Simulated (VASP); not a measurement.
# Ge (Im-3m) in VASP: a series of runs, part 2 of 3

VASP 6.6.1.

## 3. Relaxation of cell and atoms, PBE

This run uses another cell than the first one, of 19.00 Å³/atom, 0.982 times its volume.

Contents of INCAR:

```
SYSTEM = Ge
ALGO = Normal ; EDIFF = 1E-7
EDIFFG = -0.005 ; ENCUT = 600
GGA = PE ; IBRION = 2
ISIF = 3 ; ISMEAR = -1
LASPH = .True. ; LCHARG = .False.
LREAL = .False. ; LWAVE = .False.
NELM = 60 ; NSW = 60
PREC = Accurate ; SIGMA = 0.08
```

Contents of KPOINTS:

```
k-points
0
Gamma
  16 16 16
  0 0 0
```

Contents of POSCAR:

```
Ge
1.0
   -1.6809877034      1.6809877034      1.6809877034
    1.6809877034     -1.6809877034      1.6809877034
    1.6809877034      1.6809877034     -1.6809877034
Ge
1
Direct
    0.0000000000      0.0000000000      0.0000000000
```

Potentials or basis: VASP PAW PBE potentials, release 64 (Ge_d).

Launch:

```bash
$ cat potpaw_PBE.64/Ge_d/POTCAR > POTCAR
$ mpirun -np 1 vasp_std > vasp.out
```

OUTCAR:

```text
SYSTEM = Ge
   EDIFF = 1E-7
   EDIFFG = -0.005
   ENCUT = 600
   GGA = PE
   IBRION = 2
   ISIF = 3
   ISMEAR = -1
   LASPH = .True.
   LREAL = .False.
   NELM = 60
   NSW = 60
   PREC = Accurate

 ion  position               nearest neighbor table
   1  0.000  0.000  0.000-

  LATTYP: Found a body centered cubic cell.
 ALAT       =     3.3619754068

  Lattice vectors:

 A1 = (  -1.6809877034,   1.6809877034,   1.6809877034)
 A2 = (   1.6809877034,  -1.6809877034,   1.6809877034)
 A3 = (   1.6809877034,   1.6809877034,  -1.6809877034)

Analysis of symmetry for initial positions (statically):
=====================================================================
 Subroutine PRICEL returns:
 Original cell was already a primitive cell.

[... 285 lines left out ...]
 cond. band min:       6.4806181911   @ k =  -0.3750   0.4375   0.3125
 fundamental gap:      0.0182289263
 Fermi energy:         6.4722326447

 k-point     1 :       0.0000    0.0000    0.0000
  band No.  band energies     occupation
      1     -18.2400      2.00000
      2     -18.2400      2.00000
      3     -18.2400      2.00000
      4     -18.1603      2.00000
      5     -18.1603      2.00000
      6      -6.4367      2.00000
      7      15.3932      0.00000
      8      15.3932      0.00000
      9      15.3932      0.00000
     10      21.2516      0.00000
     11      21.2516      0.00000
[... 309 lines left out ...]
 k-point    24 :       0.2500    0.1875   -0.0000
  band No.  band energies     occupation
      1     -18.2508      2.00000
      2     -18.2197      2.00000
      3     -18.1727      2.00000
      4     -18.1680      2.00000
      5     -18.1415      2.00000
      6      -2.7528      2.00000
      7       5.3805      2.00000
      8       7.8258      0.00000
      9      12.1108      0.00000
     10      18.0293      0.00000
     11      19.7865      0.00000

 [... further k-points ...]
[... 5 lines left out ...]
  --------------------------------------------------------------------------------------
  -------------------------------------------------------------------------------------
  Total       -0.0002601     -0.0002601     -0.0002601      0.0000000      0.0000000     -0.0000000
  in kB       -0.0215146     -0.0215146     -0.0215146      0.0000000      0.0000000     -0.0000000
  external PRESSURE =      -0.0215146 kB  Pullay stress =       0.0000000 kB
[... 16 lines left out ...]
  FREE ENERGIE OF THE ION-ELECTRON SYSTEM (eV)
  ---------------------------------------------------
  free  energy   TOTEN  =        -4.1825798225 eV

  energy  without entropy=       -4.1706851387  energy(sigma->0) =       -4.17663248

 reached required accuracy - stopping structural energy minimisation
```

OSZICAR:

```text
N       E                     dE             d eps       ncg     rms          rms(c)
DAV:   1     0.559115139849E+02    0.55912E+02   -0.82975E+03  3327   0.381E+03
DAV:   2     0.214466900812E+00   -0.55697E+02   -0.53795E+02  3287   0.419E+02
[... 26 lines left out ...]
   3 F= -.41825739E+01 E0= -.41766409E+01  d E =-.143437E-02
       N       E                     dE             d eps       ncg     rms          rms(c)
DAV:   1    -0.418281085875E+01   -0.23700E-03   -0.29269E-03  3634   0.137E+00    0.893E-02
DAV:   2    -0.418263629686E+01    0.17456E-03   -0.19695E-04  3634   0.366E-01    0.445E-02
DAV:   3    -0.418258265545E+01    0.53641E-04   -0.76347E-05  3627   0.196E-01    0.894E-03
DAV:   4    -0.418257973411E+01    0.29213E-05   -0.63162E-06  3634   0.632E-02    0.232E-03
DAV:   5    -0.418257982247E+01   -0.88358E-07   -0.50410E-08  2039   0.454E-03
   4 F= -.41825798E+01 E0= -.41766325E+01  d E =-.144026E-02
```

Run time: 21 s. Hardware: 1 thread of Intel Xeon 6975P-C (Granite Rapids), shared host; peak memory 0.16 GiB.

What came out:

```yaml
Free_energy: -4.1826 eV
Relaxed_volume: 19.37 Å³/atom
Relaxed_cell: a = 2.930 Å, b = 2.930 Å, c = 2.930 Å, α = 109.47°, β = 109.47°, γ = 109.47°
Space_group_after_relaxing_to_0.05_Å: Im-3m (No. 229)
Energy_gained_by_relaxing: 1.4 meV/atom
Ionic_steps: 4
Pressure_after_relaxing: 0.0 GPa
Band_gap_on_the_k_mesh: zero (band 7 reaches 15.39 eV, above the bottom of band 8 at 3.67 eV)
```

Step by step:
```tsv
step	energy change (eV)	largest force (eV/Å)	pressure (GPa)	volume (Å³)
1	0.0000	0.0000	1.27	19.00
2	-0.0014	0.0000	-0.04	19.42
3	-0.0014	0.0000	-0.08	19.40
4	-0.0014	0.0000	0.00	19.37
```

Final structure:
```
Ge
1.0
    -1.69190    1.69190    1.69190
     1.69190   -1.69190    1.69190
     1.69190    1.69190   -1.69190
Ge
1
Cartesian
  0.0000 0.0000 0.0000
```

## 4. Single point, PBE (volume scaled by 0.45)

Contents of INCAR:

```
SYSTEM = Ge
PREC = Accurate ; ENCUT = 520
EDIFF = 1E-6 ; ISMEAR = -1
SIGMA = 0.08 ; LREAL = .False.
LASPH = .True. ; NELM = 100
ALGO = Normal ; ISIF = 2
LWAVE = .False. ; LCHARG = .True.
GGA = PE ; LELF = .True.
LVHAR = .True. ; NBANDS = 13
```

Contents of KPOINTS:

```
Automatic mesh
0
Gamma
  16 16 16
  0 0 0
```

Contents of POSCAR:

```
Ge
1.0
   -1.2961341061      1.2961341061      1.2961341061
    1.2961341061     -1.2961341061      1.2961341061
    1.2961341061      1.2961341061     -1.2961341061
Ge
1
Direct
    0.0000000000      0.0000000000      0.0000000000
```

Potentials or basis: VASP PAW PBE potentials, release 64 (Ge_d).

Launch:

```bash
$ cat potpaw_PBE.64/Ge_d/POTCAR > POTCAR
$ mpirun -np 1 vasp_std > vasp.out
```

OUTCAR:

```text
SYSTEM = Ge
   PREC = Accurate
   ENCUT = 520
   EDIFF = 1E-6
   ISMEAR = -1
   LREAL = .False.
   LASPH = .True.
   NELM = 100
   ISIF = 2
   GGA = PE

 ion  position               nearest neighbor table
   1  0.000  0.000  0.000-

  LATTYP: Found a body centered cubic cell.
 ALAT       =     2.5922682122

  Lattice vectors:

 A1 = (  -1.2961341061,   1.2961341061,   1.2961341061)
 A2 = (   1.2961341061,  -1.2961341061,   1.2961341061)
 A3 = (   1.2961341061,   1.2961341061,  -1.2961341061)

Analysis of symmetry for initial positions (statically):
=====================================================================
 Subroutine PRICEL returns:
 Original cell was already a primitive cell.

 Routine SETGRP: Setting up the symmetry group for a
 body centered cubic supercell.

 Subroutine GETGRP returns: Found 48 space group operations
 (whereof 48 operations were pure point group operations)
 out of a pool of 48 trial point group operations.

The static configuration has the point symmetry O_h .

Analysis of symmetry for dynamics (positions and initial velocities):
=====================================================================
 Subroutine PRICEL returns:
 Original cell was already a primitive cell.

 Routine SETGRP: Setting up the symmetry group for a
 body centered cubic supercell.

 Subroutine GETGRP returns: Found 48 space group operations
 (whereof 48 operations were pure point group operations)
 out of a pool of 48 trial point group operations.

The dynamic configuration has the point symmetry O_h .

 Subroutine INISYM returns: Found 48 space group operations
 (whereof 48 operations are pure point group operations),
 and found     1 'primitive' translations

----------------------------------------------------------------------------------------

                                     Primitive cell

  volume of cell :       8.7098

  direct lattice vectors                    reciprocal lattice vectors
    -1.296134106  1.296134106  1.296134106     0.000000000  0.385762552  0.385762552
     1.296134106 -1.296134106  1.296134106     0.385762552  0.000000000  0.385762552
     1.296134106  1.296134106 -1.296134106     0.385762552  0.385762552  0.000000000

  length of vectors
     2.244970125  2.244970125  2.244970125     0.545550632  0.545550632  0.545550632

  position of ions in fractional coordinates (direct lattice)
     0.000000000  0.000000000  0.000000000

  ion indices of the primitive-cell ions
   primitive index   ion index
                 1           1

----------------------------------------------------------------------------------------

 KPOINTS: Automatic mesh

Automatic generation of k-mesh.
 Grid dimensions read from file:
 generate k-points for:   16   16   16

 Generating k-lattice:

  Cartesian coordinates                     Fractional coordinates (reciprocal lattice)
     0.000000000  0.024110159  0.024110159     0.062500000  0.000000000  0.000000000
     0.024110159  0.000000000  0.024110159     0.000000000  0.062500000  0.000000000
     0.024110159  0.024110159  0.000000000     0.000000000  0.000000000  0.062500000

  Length of vectors
     0.034096915  0.034096915  0.034096915

  Shift w.r.t. Gamma in fractional coordinates (k-lattice)
     0.000000000  0.000000000  0.000000000

 Subroutine IBZKPT returns following result:
 ===========================================

 Found    145 irreducible k-points:

 Following reciprocal coordinates:
            Coordinates               Weight
  0.000000  0.000000  0.000000      1.000000
  0.062500  0.000000  0.000000     12.000000
  0.125000  0.000000  0.000000     12.000000
  0.187500  0.000000  0.000000     12.000000
  0.250000  0.000000  0.000000     12.000000
  0.312500  0.000000  0.000000     12.000000
[... 16 lines left out ...]
  0.187500  0.187500  0.000000     24.000000
  0.250000  0.187500  0.000000     48.000000
 [... further k-points ...]
   k-points           NKPTS =    145   k-points in BZ     NKDIM =    145   number of bands    NBANDS=     13
   number of dos      NEDOS =    301   number of ions     NIONS =      1
   total plane-waves  NPLWV =   5832
   dimension x,y,z NGX =    18 NGY =   18 NGZ =   18
   dimension x,y,z NGXF=    36 NGYF=   36 NGZF=   36
   ions per type =               1
   NGX,Y,Z   is equivalent  to a cutoff of  13.33, 13.33, 13.33 a.u.
   NGXF,Y,Z  is equivalent  to a cutoff of  26.66, 26.66, 26.66 a.u.
 SYSTEM =  Ge
   PREC   = accura    normal or accurate (medium, high low for compatibility)
   ISTART =      0    job   : 0-new  1-cont  2-samecut
   ICHARG =      2    charge: 1-file 2-atom 10-const
   ISPIN  =      1    spin polarized calculation?
   LNONCOLLINEAR =      F non collinear calculations
   LSORBIT =      F    spin-orbit coupling
   LASPH  =      T    aspherical Exc in radial PAW
   ENCUT  =  520.0 eV  38.22 Ry    6.18 a.u.   4.17  4.17  4.17*2*pi/ulx,y,z
   NELM   =    100;   NELMIN=  2; NELMDL= -5     # of ELM steps
   EDIFF  = 0.1E-05   stopping-criterion for ELM
   LREAL  =      F    real-space projection
   EDIFFG = 0.1E-04   stopping-criterion for IOM
   NSW    =      0    number of steps for IOM
   IBRION =     -1    ionic relax: 0-MD 1-quasi-New 2-CG
   NFREE  =      0    steps in history (QN), initial steepest desc. (CG)
   ISIF   =      2    stress and relaxation
   ISYM   =      2    0-nonsym 1-usesym 2-fastsym
   POTIM  = 0.5000    time-step for ionic-motion
   TEBEG  =    0.0;   TEEND  =   0.0 temperature during run
   PSTRESS=    0.0 pullay stress
   NELECT =      14.0000    total number of electrons
   NUPDOWN=      -1.0000    fix difference up-down
   EMIN   =  10.00;   EMAX   =-10.00  energy-range for DOS
   EFERMI =   0.00;   METHOD = LEGACY
   ISMEAR =    -1;   SIGMA  =   0.08  broadening in eV -4-tet -1-fermi 0-gaus
   EFERMI_NEDOS =   21; number of points for ismear=-14 and -15
   IALGO  =     38    algorithm
   IMIX   =      4    mixing-type and parameters
     AMIX     =   0.40;   BMIX     =  1.00
     AMIX_MAG =   1.60;   BMIX_MAG =  1.00
  volume/ion in A,a.u.               =       8.71        58.78
  Fermi-wavevector in a.u.,A,eV,Ry     =   1.917701  3.623930 50.036477  3.677577
  Thomas-Fermi vector in A             =   2.952870
   LORBIT       =      0    0 simple, 1 ext, 2 COOP (PROOUT), +10 PAW based schemes
   GGA     = PE    functional components
   LHFCALC =     F    Hartree Fock is set to
   AEXX    =    0.0000 exact exchange contribution
   IVDW    =     0    specifies the selected vdW correction
   LEPSILON=     F    determine dielectric tensor
   LRPA    =     F    only Hartree local field effects (RPA)
 non-spin polarized calculation
  energy-cutoff  :      520.00
  volume of cell :        8.71
 maximum number of plane-waves:       246
 NGX is ok and might be reduce to    18
   NGX =  9   NGY =  9   NGZ =  9

 number of electron      14.0000001 magnetization

 Free energy of the ion-electron system (eV)
  ---------------------------------------------------
  ext. energy  EPLUGINS =         0.00000000
  ---------------------------------------------------
  free energy    TOTEN  =         0.75561637 eV

  energy without entropy =        0.76385851  energy(sigma->0) =        0.75973744

 E-fermi :  18.9476     XC(G=0): -15.8250

 val. band max:       18.9211865855   @ k =  -0.2500   0.4375   0.0625
 cond. band min:      18.9680529562   @ k =  -0.3125   0.3125   0.0625
 fundamental gap:      0.0468663707
 Fermi energy:        18.9476162527

 k-point     1 :       0.0000    0.0000    0.0000
  band No.  band energies     occupation
      1      -7.5035      2.00000
      2      -7.5035      2.00000
      3      -7.5035      2.00000
      4      -6.8641      2.00000
      5      -6.8641      2.00000
      6      -3.6807      2.00000
      7      39.7404      0.00000
      8      39.7404      0.00000
      9      39.7404      0.00000
     10      40.0085      0.00000
     11      40.0085      0.00000
     12      40.0085      0.00000
     13      42.2035      0.00000
[... 353 lines left out ...]
 k-point    24 :       0.2500    0.1875    0.0000
  band No.  band energies     occupation
      1      -7.7304      2.00000
      2      -7.5385      2.00000
      3      -6.9746      2.00000
      4      -6.9604      2.00000
      5      -6.7430      2.00000
      6       3.3151      2.00000
      7      18.0299      1.99998
      8      20.7887      0.00000
      9      28.6504      0.00000
     10      37.6385      0.00000
     11      40.7493      0.00000
     12      45.9293      0.00000
     13      51.2565      0.00000

 [... further k-points ...]
[... 5 lines left out ...]
  --------------------------------------------------------------------------------------
  -------------------------------------------------------------------------------------
  Total       17.0067900     17.0067900     17.0067900      0.0000000      0.0000000     -0.0000000
  in kB     3128.4061082   3128.4061082   3128.4061082      0.0000000      0.0000000     -0.0000000
  external PRESSURE =    3128.4061082 kB  Pullay stress =       0.0000000 kB

 VOLUME and BASIS-vectors are now :
 -----------------------------------------------------------------------------
  energy-cutoff  :      520.00
  volume of cell :        8.71
      direct lattice vectors                 reciprocal lattice vectors
    -1.296134106  1.296134106  1.296134106     0.000000000  0.385762552  0.385762552
     1.296134106 -1.296134106  1.296134106     0.385762552  0.000000000  0.385762552
     1.296134106  1.296134106 -1.296134106     0.385762552  0.385762552  0.000000000

 POSITION                                       TOTAL-FORCE (eV/Angst)
 -----------------------------------------------------------------------------------
      0.00000      0.00000      0.00000         0.000000     -0.000000      0.000000
 -----------------------------------------------------------------------------------
    total drift:                                0.000000      0.000000      0.000000

  FREE ENERGIE OF THE ION-ELECTRON SYSTEM (eV)
  ---------------------------------------------------
  free  energy   TOTEN  =         0.7556163737 eV

  energy  without entropy=        0.7638585078  energy(sigma->0) =        0.75973744
```

Wall time 8.4 s (1 thread of Intel Xeon 6975P-C, shared host); peak memory 0.13 GiB.

What came out:

- Free energy: 0.7556 eV
- Pressure: 312.8 GPa
- Band gap on the k mesh: zero (band 7 reaches 39.74 eV, above the bottom of band 8 at 13.53 eV)

Levels at points of the mesh, in eV from the Fermi level:
```tsv
k point	band 4	band 5	band 6	band 7	band 8	band 9	band 10	band 11
(0.00, 0.00, 0.00)	-25.81	-25.81	-22.63	20.79	20.79	20.79	21.06	21.06
(0.50, 0.00, 0.00)	-25.79	-25.41	-11.74	-9.27	8.87	10.53	13.15	17.00
(0.50, 0.50, 0.50)	-25.51	-25.51	-1.74	-1.74	-1.74	3.44	3.44	5.73
```

Caveat: the cell differs from its parent crystal (volume scaled by 0.45).

(Continued in part 3 of 3.)
